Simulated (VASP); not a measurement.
Wanted: the native input for a VASP 6.6.1 run.

* Task: relaxation of cell and atoms
* Functional: PBEsol
* Potentials or basis: VASP PAW PBE potentials, release 64 (Sb, Ga_d)
* Cutoff: 600 eV
* k mesh: 6 × 6 × 6
* Occupations: fermi-dirac, width 0.05 eV
* Spin: no spin polarisation
* Dipole correction: no
* Further INCAR settings: ALGO = Normal; EDIFF = 1e-07; IBRION = 2; EDIFFG = -0.01; NSW = 60; ISIF = 3

The structure of GaSb3 lies in POSCAR:

```
GaSb3
1.0
    0.0000000000      3.7305950000      3.7305950000
    3.7305950000      0.0000000000      3.7305950000
    3.7305950000      3.7305950000      0.0000000000
Sb Ga
3 1
Direct
    0.5000000000      0.5000000000      0.5000000000
    0.7500000000      0.7500000000      0.7500000000
    0.2500000000      0.2500000000      0.2500000000
    0.0000000000      0.0000000000      0.0000000000
```

The input as run:

INCAR

```
SYSTEM = GaSb3
PREC = Accurate
ENCUT = 600
EDIFF = 1E-7
ISMEAR = -1
SIGMA = 0.05
LREAL = .FALSE.
LASPH = .TRUE.
NELM = 100
ALGO = Normal
ISIF = 3
LWAVE = .FALSE.
LCHARG = .FALSE.
GGA = PS
IBRION = 2
NSW = 60
EDIFFG = -0.01
```

KPOINTS

```
regular mesh
0
G
  6 6 6
  0 0 0
```

Potentials or basis: VASP PAW PBE potentials, release 64 (Sb, Ga_d).

The run is started by

```console
$ cat potpaw_PBE.64/Sb/POTCAR potpaw_PBE.64/Ga_d/POTCAR > POTCAR
$ mpirun -np 1 vasp_std > vasp.out
```

Results of the run:

```
Relaxed volume                         : 24.24 Å³/atom
Relaxed cell                           : a = 5.157 Å, b = 5.157 Å, c = 5.157 Å, α = 60.00°, β = 60.00°, γ = 60.00°
Space group after relaxing (to 0.05 Å) : Fm-3m (No. 225)
Energy gained by relaxing              : 20.0 meV/atom
Ionic steps                            : 3
Pressure after relaxing                : 0.0 GPa
```

Caveat: the PAW data sets were made with another functional, which shifts forces and pressure a little.

Wall time 110 s on 1 thread of Intel(R) Xeon(R) 6975P-C (Granite Rapids), on a shared host, peak memory 0.26 GiB.
